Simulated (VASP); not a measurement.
**TiAl: relaxation of cell and atoms with PBE**

TiAl:

```
Al Ti
1.0
     3.03066    0.00000    0.00000
     0.00000    3.03066    0.00000
     0.00000    0.00000    3.03066
Al Ti
1 1
Direct
  0.00000 0.00000 0.00000
  0.50000 0.50000 0.50000
```

```
Program                : VASP 6.6.1
Task                   : relaxation of cell and atoms
Functional             : PBE
Potentials or basis    : VASP PAW PBE potentials, release 64 (Al, Ti_sv)
Cutoff                 : 500 eV
k mesh                 : 6 × 6 × 6
Occupations            : gaussian, width 0.1 eV
Spin                   : no spin polarisation
Dipole correction      : no
Further INCAR settings : ALGO = Normal; EDIFF = 1e-07; IBRION = 2; EDIFFG = -0.05; NSW = 100; ISIF = 3
```

The relaxed volume is 16.15 Å³/atom and the relaxed cell is a = 3.185 Å, b = 3.185 Å, c = 3.185 Å, α = 90.00°, β = 90.00°, γ = 90.00°. The space group after relaxing (to 0.1 Å) is Pm-3m (No. 221) and the energy gained by relaxing is 136.1 meV/atom. The ionic steps are 3. The pressure after relaxing is -0.2 GPa and the band gap on the k mesh is zero (an odd number of electrons rules out a gap without spin polarisation).

The path:
```
step  energy change (eV)  largest force (eV/Å)  pressure (GPa)  volume (Å³)
   1              0.0000                0.0000           22.28        27.84
   2             -0.1204                0.0000          -10.52        36.39
   3             -0.2722                0.0000           -0.16        32.30
```

Final structure:
```xyz
2
Lattice="3.1847 0.0000 0.0000 0.0000 3.1847 0.0000 0.0000 0.0000 3.1847" Properties=species:S:1:pos:R:3 pbc="T T T"
Al    0.0000    0.0000    0.0000
Ti    1.5924    1.5924    1.5924
```

Levels at points of the mesh, in eV from the Fermi level:
| k point | band 5 | band 6 | band 7 | band 8 | band 9 | band 10 |
| --- | --- | --- | --- | --- | --- | --- |
| (0.00, 0.00, 0.00) | -9.28 | -1.45 | -1.45 | 1.78 | 1.78 | 1.78 |
| (0.50, 0.00, 0.00) | -6.06 | -5.20 | -0.56 | 0.13 | 0.13 | 1.98 |
| (0.50, 0.50, 0.00) | -5.03 | -2.13 | -2.13 | -1.48 | 0.69 | 0.69 |
| (0.50, 0.50, 0.50) | -3.10 | -3.10 | -3.10 | 0.57 | 2.76 | 2.76 |

Run time: 30 s on 1 thread of Intel Xeon 8259CL, on a shared host, peak memory 0.14 GiB.

Caveat: the volume moved by over 15 % at a fixed basis, so the end points are rough. PBE usually gives volumes a little too large and moduli too small.
